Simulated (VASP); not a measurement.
# TiO2 (P1) in VASP: notebook

The runs below take TiO2 through single point, with PBE.

Program: VASP 6.6.1. These are calculated values, not measurements. Logs are shortened: lines on timing, memory, paths and dates and some standing lists are left out, and cuts for length are marked.

## 1. The cell of the first run

The typed cell holds 6 atoms: a = 3.825 Å, b = 3.818 Å, c = 5.516 Å, α = 110.82°, β = 111.06°, γ = 91.00°.

## 2. Single point, PBE

Input file INCAR:

```
PREC = Accurate
ENCUT = 520
EDIFF = 1E-7
ISMEAR = 0
SIGMA = 0.02
LREAL = F
LASPH = T
NELM = 80
ALGO = Normal
ISIF = 2
LWAVE = F
LCHARG = T
GGA = PE
LELF = T
LVHAR = T
NBANDS = 33
```

Input file KPOINTS:

```
regular mesh
0
Gamma
  1 1 1
```

Input file POSCAR:

```
TiO2
1.0
    2.6805548658     -2.7284128728     -0.0617389515
    2.6752617647      2.7231209861     -0.0543959535
   -2.7090875630      0.0090815493      4.8052823094
Ti O
2 4
Direct
    0.1219484995      0.8575515384      0.2362471605
    0.8755807488      0.1482181876      0.7558577591
    0.3540058329      0.0989456189      0.6738295210
    0.6731971283      0.9418963086      0.3216654504
    0.9681807552      0.6826863602      0.8467382601
    0.0640405078      0.3491038293      0.1745947979
```

Potentials or basis: VASP PAW PBE potentials, release 64 (Ti_sv, O).

Command:

```bash
$ cat potpaw_PBE.64/Ti_sv/POTCAR potpaw_PBE.64/O/POTCAR > POTCAR
$ mpirun -np 1 vasp_gam > vasp.out
```

OUTCAR:

```text
PREC = Accurate
   ENCUT = 520
   EDIFF = 1E-7
   ISMEAR = 0
   LREAL = F
   LASPH = T
   NELM = 80
   ISIF = 2
   GGA = PE

 ion  position               nearest neighbor table
   1  0.122  0.858  0.236-   6 1.84   5 1.86   4 1.94   4 1.98   6 2.02   3 2.08   2 2.87
   2  0.876  0.148  0.756-   3 1.87   5 1.91   6 1.99   5 2.02   3 2.03   4 2.06   1 2.87
   3  0.354  0.099  0.674-   2 1.87   2 2.03   1 2.08
   4  0.673  0.942  0.322-   1 1.94   1 1.98   2 2.06
   5  0.968  0.683  0.847-   1 1.86   2 1.91   2 2.02
   6  0.064  0.349  0.175-   1 1.84   2 1.99   1 2.02

  LATTYP: Found a triclinic cell.
 ALAT       =     3.8253657199
 B/A-ratio  =     1.4251033164
 C/A-ratio  =     2.4094441646
 COS(alpha) =     0.0003376943
 COS(beta)  =     0.6005099283
 COS(gamma) =     0.7139434816

  Lattice vectors:

 A1 = (  -2.6805548658,   2.7284128728,   0.0617389515)
 A2 = (  -0.0052931011,   5.4515338589,   0.0073429980)
 A3 = (  -8.0025456980,   0.0015022241,  -4.5730124994)

Analysis of symmetry for initial positions (statically):
=====================================================================
 Subroutine PRICEL returns:
 Original cell was already a primitive cell.

 Routine SETGRP: Setting up the symmetry group for a
 triclinic supercell.

 Subroutine GETGRP returns: Found  1 space group operations
 (whereof  1 operations were pure point group operations)
 out of a pool of  2 trial point group operations.

The static configuration has the point symmetry C_1 .

Analysis of symmetry for dynamics (positions and initial velocities):
=====================================================================
 Subroutine PRICEL returns:
 Original cell was already a primitive cell.

 Routine SETGRP: Setting up the symmetry group for a
 triclinic supercell.

 Subroutine GETGRP returns: Found  1 space group operations
 (whereof  1 operations were pure point group operations)
 out of a pool of  2 trial point group operations.

The dynamic configuration has the point symmetry C_1 .

 Subroutine INISYM returns: Found  1 space group operations
 (whereof  1 operations are pure point group operations),
 and found     1 'primitive' translations

----------------------------------------------------------------------------------------

                                     Primitive cell

  volume of cell :      69.2931

  direct lattice vectors                    reciprocal lattice vectors
     2.680554866 -2.728412873 -0.061738951     0.188847823 -0.183395127  0.106813870
     2.675261765  2.723120986 -0.054395953     0.189199580  0.183475106  0.106318830
    -2.709087563  0.009081549  4.805282309     0.004568089 -0.000279342  0.210680211

  length of vectors
     3.825365720  3.817770597  5.516337188     0.284088852  0.284188827  0.210729914

  position of ions in fractional coordinates (direct lattice)
     0.121948500  0.857551538  0.236247160
     0.875580749  0.148218188  0.755857759
     0.354005833  0.098945619  0.673829521
     0.673197128  0.941896309  0.321665450
     0.968180755  0.682686360  0.846738260
     0.064040508  0.349103829  0.174594798

  ion indices of the primitive-cell ions
   primitive index   ion index
                 1           1
                 2           2
                 3           3
                 4           4
                 5           5
                 6           6

----------------------------------------------------------------------------------------

 KPOINTS: regular mesh

Automatic generation of k-mesh.
 Grid dimensions read from file:
 generate k-points for:    1    1    1

 Generating k-lattice:

  Cartesian coordinates                     Fractional coordinates (reciprocal lattice)
     0.188847823 -0.183395127  0.106813870     1.000000000  0.000000000 -0.000000000
     0.189199580  0.183475106  0.106318830    -0.000000000  1.000000000  0.000000000
     0.004568089 -0.000279342  0.210680211     0.000000000  0.000000000  1.000000000

  Length of vectors
     0.284088852  0.284188827  0.210729914

  Shift w.r.t. Gamma in fractional coordinates (k-lattice)
     0.000000000  0.000000000  0.000000000

 Subroutine IBZKPT returns following result:
 ===========================================

 Found      1 irreducible k-points:

 Following reciprocal coordinates:
            Coordinates               Weight
  0.000000  0.000000  0.000000      1.000000
   k-points           NKPTS =      1   k-points in BZ     NKDIM =      1   number of bands    NBANDS=     33
   number of dos      NEDOS =    301   number of ions     NIONS =      6
   total plane-waves  NPLWV =  32928
   dimension x,y,z NGX =    28 NGY =   28 NGZ =   42
   dimension x,y,z NGXF=    56 NGYF=   56 NGZF=   84
   ions per type =               2   4
   NGX,Y,Z   is equivalent  to a cutoff of  12.17, 12.19, 12.66 a.u.
   NGXF,Y,Z  is equivalent  to a cutoff of  24.34, 24.39, 25.32 a.u.
 SYSTEM =  unknown system
   PREC   = accura    normal or accurate (medium, high low for compatibility)
   ISTART =      0    job   : 0-new  1-cont  2-samecut
   ICHARG =      2    charge: 1-file 2-atom 10-const
   ISPIN  =      1    spin polarized calculation?
   LNONCOLLINEAR =      F non collinear calculations
   LSORBIT =      F    spin-orbit coupling
   LASPH  =      T    aspherical Exc in radial PAW
   ENCUT  =  520.0 eV  38.22 Ry    6.18 a.u.   7.11  7.10 10.26*2*pi/ulx,y,z
   NELM   =     80;   NELMIN=  2; NELMDL= -5     # of ELM steps
   EDIFF  = 0.1E-06   stopping-criterion for ELM
   LREAL  =      F    real-space projection
   EDIFFG = 0.1E-05   stopping-criterion for IOM
   NSW    =      0    number of steps for IOM
   IBRION =     -1    ionic relax: 0-MD 1-quasi-New 2-CG
   NFREE  =      0    steps in history (QN), initial steepest desc. (CG)
   ISIF   =      2    stress and relaxation
   ISYM   =      2    0-nonsym 1-usesym 2-fastsym
   POTIM  = 0.5000    time-step for ionic-motion
   TEBEG  =    0.0;   TEEND  =   0.0 temperature during run
   PSTRESS=    0.0 pullay stress
   NELECT =      48.0000    total number of electrons
   NUPDOWN=      -1.0000    fix difference up-down
   EMIN   =  10.00;   EMAX   =-10.00  energy-range for DOS
   EFERMI =   0.00;   METHOD = LEGACY
   ISMEAR =     0;   SIGMA  =   0.02  broadening in eV -4-tet -1-fermi 0-gaus
   EFERMI_NEDOS =   21; number of points for ismear=-14 and -15
   IALGO  =     38    algorithm
   IMIX   =      4    mixing-type and parameters
     AMIX     =   0.40;   BMIX     =  1.00
     AMIX_MAG =   1.60;   BMIX_MAG =  1.00
  volume/ion in A,a.u.               =      11.55        77.94
  Fermi-wavevector in a.u.,A,eV,Ry     =   1.448522  2.737310 28.547970  2.098217
  Thomas-Fermi vector in A             =   2.566353
   LORBIT       =      0    0 simple, 1 ext, 2 COOP (PROOUT), +10 PAW based schemes
   GGA     = PE    functional components
   LHFCALC =     F    Hartree Fock is set to
   AEXX    =    0.0000 exact exchange contribution
   IVDW    =     0    specifies the selected vdW correction
   LEPSILON=     F    determine dielectric tensor
   LRPA    =     F    only Hartree local field effects (RPA)
 non-spin polarized calculation
 Gauss-broadening in eV      SIGMA  =   0.02
  energy-cutoff  :      520.00
  volume of cell :       69.29
 maximum number of plane-waves:       921
   NGX = 15   NGY = 15   NGZ = 21

 number of electron      47.9999998 magnetization

 Free energy of the ion-electron system (eV)
  ---------------------------------------------------
  ext. energy  EPLUGINS =         0.00000000
  ---------------------------------------------------
  free energy    TOTEN  =       -45.22073662 eV

  energy without entropy =      -45.22073662  energy(sigma->0) =      -45.22073662

 E-fermi :   3.5969     XC(G=0): -10.5782

 val. band max:        3.4570180382   @ k =   0.0000   0.0000   0.0000
 cond. band min:       5.3738733440   @ k =   0.0000   0.0000   0.0000
 fundamental gap:      1.9168553058
 Fermi energy:         3.5969338164

 k-point     1 :       0.0000    0.0000    0.0000
  band No.  band energies     occupation
      1     -53.4282      2.00000
      2     -53.2021      2.00000
      3     -29.8197      2.00000
      4     -29.7207      2.00000
      5     -29.6155      2.00000
      6     -29.5372      2.00000
      7     -29.4435      2.00000
      8     -29.1621      2.00000
      9     -14.0186      2.00000
     10     -13.0563      2.00000
     11     -12.6159      2.00000
     12     -12.2865      2.00000
     13      -0.5084      2.00000
     14      -0.3520      2.00000
     15       0.1477      2.00000
     16       0.2799      2.00000
     17       1.1367      2.00000
     18       1.5409      2.00000
     19       1.7830      2.00000
     20       2.7567      2.00000
     21       2.8500      2.00000
     22       2.9999      2.00000
     23       3.0582      2.00000
     24       3.4570      2.00000
     25       5.3739      0.00000
     26       5.8921      0.00000
     27       6.9644      0.00000
     28       7.0369      0.00000
     29       7.1302      0.00000
     30       7.4078      0.00000
     31       7.9871      0.00000
     32       8.2936      0.00000
     33       8.6287      0.00000

------------------------ aborting loop because EDIFF is reached ----------------------------------------

  FORCE on cell =-STRESS in cart. coord.  units (eV):
  Direction    XX          YY          ZZ          XY          YZ          ZX
  --------------------------------------------------------------------------------------
  -------------------------------------------------------------------------------------
  Total       10.2191348     10.3120084      6.8209217      3.2652441     -0.5447105      1.1320050
  in kB      236.2840749    238.4314745    157.7115107     75.4980919    -12.5946480     26.1739132
  external PRESSURE =     210.8090200 kB  Pullay stress =       0.0000000 kB

 VOLUME and BASIS-vectors are now :
 -----------------------------------------------------------------------------
  energy-cutoff  :      520.00
  volume of cell :       69.29
      direct lattice vectors                 reciprocal lattice vectors
     2.680554866 -2.728412873 -0.061738951     0.188847823 -0.183395127  0.106813870
     2.675261765  2.723120986 -0.054395953     0.189199580  0.183475106  0.106318830
    -2.709087563  0.009081549  4.805282309     0.004568089 -0.000279342  0.210680211

 POSITION                                       TOTAL-FORCE (eV/Angst)
 -----------------------------------------------------------------------------------
      1.98105      2.00464      1.08106        -2.151415     -5.299396      1.743907
      0.69588     -1.97847      3.56999        -2.569802      4.619086      1.124360
     -0.61183     -0.69031      3.21070         0.993142     -2.516920     -6.498712
      3.45294      0.73106      1.45290         1.900515      1.793431      6.116912
      2.12774     -0.77487      3.97191         1.824030     -2.111573      3.948664
      0.63262      0.77751      0.81603         0.003531      3.515372     -6.435130
 -----------------------------------------------------------------------------------
    total drift:                                0.000095     -0.000303      0.000199

  FREE ENERGIE OF THE ION-ELECTRON SYSTEM (eV)
  ---------------------------------------------------
  free  energy   TOTEN  =       -45.2207366241 eV

  energy  without entropy=      -45.2207366241  energy(sigma->0) =      -45.22073662
```

Wall time 6.2 s (1 thread of AMD EPYC 9R45 (Zen 5), shared host); peak memory 0.13 GiB.

Results:

* Free energy: -45.2207 eV
* Pressure: 21.1 GPa
* Largest force: 7.333 eV/Å

Forces on the atoms (eV/Å):
```
Ti  -2.151 -5.299  1.744
Ti  -2.570  4.619  1.124
O    0.993 -2.517 -6.499
O    1.901  1.793  6.117
O    1.824 -2.112  3.949
O    0.004  3.515 -6.435
```

Levels at points of the mesh, in eV from the Fermi level:
```tsv
k point	band 21	band 22	band 23	band 24	band 25	band 26	band 27	band 28
(0.00, 0.00, 0.00)	-0.75	-0.60	-0.54	-0.14	1.78	2.30	3.37	3.44
```

Caveat: the k points lie up to 1.76 Å⁻¹ apart; forces of over 1 eV/Å act on the atoms, so gaps and moduli don't describe the material at rest.

## 3. Single point, PBE

Input file INCAR:

```
ALGO     = Normal         # electronic algorithm
EDIFF    = 1E-6           # SCF threshold, eV
ENCUT    = 520            # plane-wave cutoff, eV
GGA      = PE             # functional
ISIF     = 2              # what is computed and relaxed
ISMEAR   = 0              # smearing method
LASPH    = T              # aspherical terms in the spheres
LCHARG   = F              # write CHGCAR
LREAL    = F              # projectors in reciprocal space
LWAVE    = F              # write WAVECAR
NBANDS   = 33             # bands
NELM     = 80             # most SCF steps
PREC     = Accurate       # precision mode
SIGMA    = 0.02           # smearing width, eV
```

Input file KPOINTS:

```
k-points
0
Gamma
  2 2 2
```

POSCAR is that of step 2.

Potentials or basis: VASP PAW PBE potentials, release 64 (Ti_sv, O).

Command:

```bash
$ cat potpaw_PBE.64/Ti_sv/POTCAR potpaw_PBE.64/O/POTCAR > POTCAR
$ mpirun -np 1 vasp_std > vasp.out
```

Run time: 17 s. Hardware: 1 thread of AMD EPYC 9R45 (Zen 5), shared host; peak memory 0.14 GiB.

Results (log left out):

| Item | Value |
| --- | --- |
| Free energy | -53.7099 eV |
| Pressure | 1.8 GPa |
| Largest force | 2.103 eV/Å |
| Band gap on the k mesh | 2.17 eV (least direct gap 2.62 eV) |

Forces in eV/Å, atoms in the order of the input:
```
Ti   0.486 -0.014  2.046
Ti  -0.168 -0.109 -0.491
O    0.034 -0.309 -0.407
O   -0.451  0.247  0.914
O    0.124  0.086 -1.286
O   -0.025  0.097 -0.777
```

Stress tensor (GPa, compression positive):
```
-0.76  5.71  2.40
 5.71 -2.53  0.92
 2.40  0.92  8.78
```

Levels at points of the mesh, in eV from the valence-band top:
| k point | band 21 | band 22 | band 23 | band 24 | band 25 | band 26 | band 27 | band 28 |
| --- | --- | --- | --- | --- | --- | --- | --- | --- |
| (0.00, 0.00, 0.00) | -0.98 | -0.85 | -0.81 | -0.45 | 2.17 | 2.74 | 3.61 | 3.63 |
| (0.50, 0.00, 0.00) | -1.72 | -1.29 | -0.99 | -0.75 | 2.94 | 3.19 | 3.36 | 3.59 |
| (0.00, 0.50, 0.00) | -1.98 | -0.98 | -0.88 | -0.65 | 2.92 | 3.10 | 3.24 | 3.82 |
| (0.50, 0.50, 0.00) | -2.18 | -1.96 | -0.32 | 0.00 | 2.93 | 3.37 | 3.61 | 3.84 |
| (0.00, 0.00, 0.50) | -1.32 | -1.17 | -0.52 | -0.34 | 2.28 | 2.61 | 3.51 | 3.59 |
| (0.50, 0.00, 0.50) | -1.83 | -1.28 | -1.00 | -0.82 | 2.96 | 3.39 | 3.52 | 3.72 |
| (0.00, 0.50, 0.50) | -1.69 | -0.95 | -0.91 | -0.78 | 2.83 | 3.17 | 3.49 | 3.65 |
| (0.50, 0.50, 0.50) | -2.21 | -1.91 | -0.29 | 0.00 | 3.00 | 3.35 | 3.46 | 3.92 |

Caveat: the k points lie up to 0.88 Å⁻¹ apart; forces of over 1 eV/Å act on the atoms, so gaps and moduli don't describe the material at rest. A k mesh can miss the band edges.
